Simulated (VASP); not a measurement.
# Si2W (I4/mmm) in VASP: further runs, part 2 of 2

VASP 6.6.1.

### 4 Single point, PBE+D3(BJ)

This run uses another cell than the first one, of 13.25 Å³/atom.

The input, INCAR:

```
  PREC = Accurate
  ENCUT = 520
  EDIFF = 1E-7
  ISMEAR = 0
  SIGMA = 0.1
  LREAL = False
  LASPH = True
  NELM = 80
  ALGO = Normal
  ISIF = 2
  LWAVE = False
  LCHARG = True
  GGA = PE
  IVDW = 12
  LELF = True
  LVHAR = True
  NBANDS = 18
```

The input, KPOINTS:

```
Automatic mesh
0
Gamma
  18 18 18
```

The input, POSCAR:

```
Si2W
1.0
   -1.5965326334      1.5965326334      3.8990817463
    1.5965326334     -1.5965326334      3.8990817463
    1.5965326334      1.5965326334     -3.8990817463
Si W
2 1
Direct
    0.3341286290      0.3341286290      0.0000000000
    0.6658713710      0.6658713710      0.0000000000
    0.0000000000      0.0000000000      0.0000000000
```

Potentials or basis: VASP PAW PBE potentials, release 64 (Si, W_sv).

Run with:

```console
cat potpaw_PBE.64/Si/POTCAR potpaw_PBE.64/W_sv/POTCAR > POTCAR
mpirun -np 1 vasp_std > vasp.out
```

OUTCAR:

```text
PREC = Accurate
   ENCUT = 520
   EDIFF = 1E-7
   ISMEAR = 0
   LREAL = False
   LASPH = True
   NELM = 80
   ISIF = 2
   GGA = PE
   IVDW = 12
 IVDW          = 12

 ion  position               nearest neighbor table
   1  0.334  0.334  0.000-   2 2.59   3 2.60   3 2.60   3 2.60   3 2.60   3 2.61   2 2.61   2 2.61
                             2 2.61   2 2.61
   2  0.666  0.666  0.000-   1 2.59   3 2.60   3 2.60   3 2.60   3 2.60   3 2.61   1 2.61   1 2.61
                             1 2.61   1 2.61
   3  0.000  0.000  0.000-   2 2.60   2 2.60   2 2.60   1 2.60   1 2.60   1 2.60   2 2.60   1 2.60
                             1 2.61   2 2.61

  LATTYP: Found a body centered tetragonal cell.
 ALAT       =     3.1930652668
 C/A-ratio  =     2.4422186335

  Lattice vectors:

 A1 = (  -1.5965326334,   1.5965326334,   3.8990817463)
 A2 = (   1.5965326334,  -1.5965326334,   3.8990817463)
 A3 = (   1.5965326334,   1.5965326334,  -3.8990817463)

Analysis of symmetry for initial positions (statically):
=====================================================================
 Subroutine PRICEL returns:
 Original cell was already a primitive cell.

 Routine SETGRP: Setting up the symmetry group for a
 body centered tetragonal supercell.
[... 173 lines left out ...]
 cond. band min:      12.2611546894   @ k =  -0.3889  -0.4444   0.3333
 fundamental gap:      0.0744853361
 Fermi energy:        12.2162900436

 k-point     1 :       0.0000    0.0000    0.0000
  band No.  band energies     occupation
      1     -61.6049      2.00000
      2     -25.8866      2.00000
      3     -25.8510      2.00000
      4     -25.8510      2.00000
      5      -2.0196      2.00000
      6       5.2492      2.00000
[... 481 lines left out ...]
      5      -1.0968      2.00000
      6       5.3987      2.00000
[... 10 lines left out ...]
     17      18.6496      0.00000
     18      20.4846      0.00000

 [... further k-points ...]

------------------------ aborting loop because EDIFF is reached ----------------------------------------

 Edisp (eV)   -1.74729

 E8    (eV) :    -0.7890

  FORCE on cell =-STRESS in cart. coord.  units (eV):
  Direction    XX          YY          ZZ          XY          YZ          ZX
  --------------------------------------------------------------------------------------
  -------------------------------------------------------------------------------------
  Total       0.03641     0.03641     0.01170     0.00000    -0.00000     0.00000
  in kB       1.46754     1.46754     0.47170     0.00000    -0.00000     0.00000
  external pressure =        1.14 kB  Pullay stress =        0.00 kB

 VOLUME and BASIS-vectors are now :
 -----------------------------------------------------------------------------
  energy-cutoff  :      520.00
  volume of cell :       39.75
      direct lattice vectors                 reciprocal lattice vectors
    -1.596532633  1.596532633  3.899081746     0.000000000  0.313178691  0.128235321
     1.596532633 -1.596532633  3.899081746     0.313178691  0.000000000  0.128235321
     1.596532633  1.596532633 -3.899081746     0.313178691  0.313178691  0.000000000

 POSITION                                       TOTAL-FORCE (eV/Angst)
 -----------------------------------------------------------------------------------
      0.00000      0.00000      2.60559         0.000000      0.000000     -0.004505
      0.00000      0.00000      5.19257         0.000000      0.000000      0.004505
      0.00000      0.00000      0.00000        -0.000000     -0.000000      0.000000
 -----------------------------------------------------------------------------------
    total drift:                               -0.000000      0.000000      0.000000

  FREE ENERGIE OF THE ION-ELECTRON SYSTEM (eV)
  ---------------------------------------------------
  free  energy   TOTEN  =       -26.5340250020 eV

  energy  without entropy=      -26.5331329773  energy(sigma->0) =      -26.53357899
```

OSZICAR:

```text
N       E                     dE             d eps       ncg     rms          rms(c)
DAV:   1     0.132795088597E+03    0.13280E+03   -0.10874E+04 17280   0.124E+03
DAV:   2    -0.209102456607E+02   -0.15371E+03   -0.14989E+03 19688   0.324E+02
DAV:   3    -0.255908395601E+02   -0.46806E+01   -0.46045E+01 21622   0.506E+01
DAV:   4    -0.256332243569E+02   -0.42385E-01   -0.42334E-01 20340   0.498E+00
DAV:   5    -0.256336637385E+02   -0.43938E-03   -0.43935E-03 20574   0.551E-01    0.262E+01
DAV:   6    -0.248878603406E+02    0.74580E+00   -0.33262E+00 18642   0.131E+01    0.925E+00
DAV:   7    -0.248082276037E+02    0.79633E-01   -0.20904E-01 18512   0.260E+00    0.461E+00
DAV:   8    -0.247872293854E+02    0.20998E-01   -0.39186E-02 19644   0.156E+00    0.333E-01
DAV:   9    -0.247868235845E+02    0.40580E-03   -0.99063E-04 19912   0.252E-01    0.193E-01
DAV:  10    -0.247867374027E+02    0.86182E-04   -0.25638E-04 20670   0.138E-01    0.420E-02
DAV:  11    -0.247867321314E+02    0.52713E-05   -0.32920E-05 19740   0.409E-02    0.171E-02
DAV:  12    -0.247867325058E+02   -0.37440E-06   -0.13902E-06 20456   0.781E-03    0.407E-03
DAV:  13    -0.247867317914E+02    0.71440E-06   -0.27443E-07 17090   0.468E-03    0.606E-04
DAV:  14    -0.247867317239E+02    0.67531E-07   -0.11488E-08  9528   0.977E-04
   1 F= -.26534025E+02 E0= -.26533579E+02  d E =-.892025E-03
```

stdout:

```text
POSCAR found type information on POSCAR SiW
 POSCAR found :  2 types and       3 ions
 scaLAPACK will be used
 LDA part: xc-table for (Slater+PW92), standard interpolation
 POSCAR, INCAR and KPOINTS ok, starting setup
 FFT: planning ... GRIDC
 FFT: planning ... GRID_SOFT
 FFT: planning ... GRID
 WAVECAR not read
 entering main loop
```

It took 4.2 min on 1 thread of Intel Xeon 6975P-C (Granite Rapids), shared host; peak memory 0.45 GiB.

What came out:

- Free energy: -26.5340 eV
- Pressure: 0.1 GPa
- Largest force: 0.005 eV/Å
- Band gap on the k mesh: zero (bands 11 and 12 overlap by 1.33 eV)
- Dispersion energy per atom: -0.582 eV

Forces in eV/Å, atoms in the order of the input:
```
Si   0.000  0.000 -0.005
Si   0.000  0.000  0.005
W    0.000  0.000  0.000
```

Stress tensor (GPa, compression positive):
```
0.15 0.00 0.00
0.00 0.15 0.00
0.00 0.00 0.05
```

Caveat: spin-orbit coupling is left out, which moves the levels of the heavy elements.

The gap in the log of VASP goes by the Fermi energy; the results here count the filled bands.